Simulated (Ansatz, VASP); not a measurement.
**EuS: VASP beside Ansatz**

File INCAR:

```
ALGO     = Normal         # electronic algorithm
EDIFF    = 1E-6           # SCF threshold, eV
ENCUT    = 600            # plane-wave cutoff, eV
GGA      = PE             # functional
GGA_COMPAT= F            
ISIF     = 2              # what is computed and relaxed
ISMEAR   = 0              # smearing method
ISPIN    = 2              # spin polarisation
LASPH    = T              # aspherical terms in the spheres
LCHARG   = T              # write CHGCAR
LELF     = T              # ELF
LMAXMIX  = 6              # l up to which the mixer works
LORBIT   = 11             # projections on sites
LREAL    = F              # projectors in reciprocal space
LVHAR    = T            
LWAVE    = F              # write WAVECAR
MAGMOM   = 7 0            # initial moments
NBANDS   = 22             # bands
NELM     = 200            # most SCF steps
PREC     = Accurate       # precision mode
SIGMA    = 0.1            # smearing width, eV
```

The input KPOINTS:

```
k-points
0
Gamma
  7 7 7
```

The input POSCAR:

```
EuS
1.0
    0.0000000000      2.9785000000      2.9785000000
    2.9785000000      0.0000000000      2.9785000000
    2.9785000000      2.9785000000      0.0000000000
Eu S
1 1
Direct
    0.0000000000      0.0000000000      0.0000000000
    0.5000000000      0.5000000000      0.5000000000
```

Input for Ansatz:

```yaml
crystal:
  lattice:
    - [0.0, 2.9785, 2.9785]
    - [2.9785, 0.0, 2.9785]
    - [2.9785, 2.9785, 0.0]
  atoms:
    - { symbol: Eu, position: [0.0, 0.0, 0.0] }
    - { symbol: S, position: [0.5, 0.5, 0.5] }
kpoints:
  mp_grid:
    grid: [7, 7, 7]
hamiltonian:
  xc: pbe
  pseudopotentials:
    kind: paw
magnetization:
  spin_polarized: true
  per_species:
    Eu: 7.0
scf:
  occupations:
    method: gaussian
    width: 0.1
output:
  forces: true
  stress: true
  eigenvalues: true
```

Alike in both runs: task single point; functional PBE; k mesh 7 × 7 × 7; occupations gaussian, width 0.1 eV; collinear spin.

|  | VASP | Ansatz |
| --- | --- | --- |
| version | VASP 6.6.1 | Ansatz 0.2.0 |
| potentials or method | VASP PAW PBE potentials, release 64 (Eu, S) | plane waves, PAW |
| plane-wave cutoff (eV) | 600 | 420 |
| valence electrons in the cell | 23 | 23 |

|  | VASP | Ansatz | Ansatz less VASP |
| --- | --- | --- | --- |
| gap on the k mesh at the Fermi level (eV) | none | none | - |
| pressure (GPa) | -2.8 | -2.5 | +0.24 |
| net moment per atom (μB) | 3.49 | 3.49 | +0.002 |
| size of the moment on the site where the two differ most (μB) | 6.58 | 6.76 | +0.172 |

Site moments also hang on the region over which each program counts them. A gap of «none» marks a metal or a gap that the smearing closes.

Neither program's run includes spin-orbit coupling.
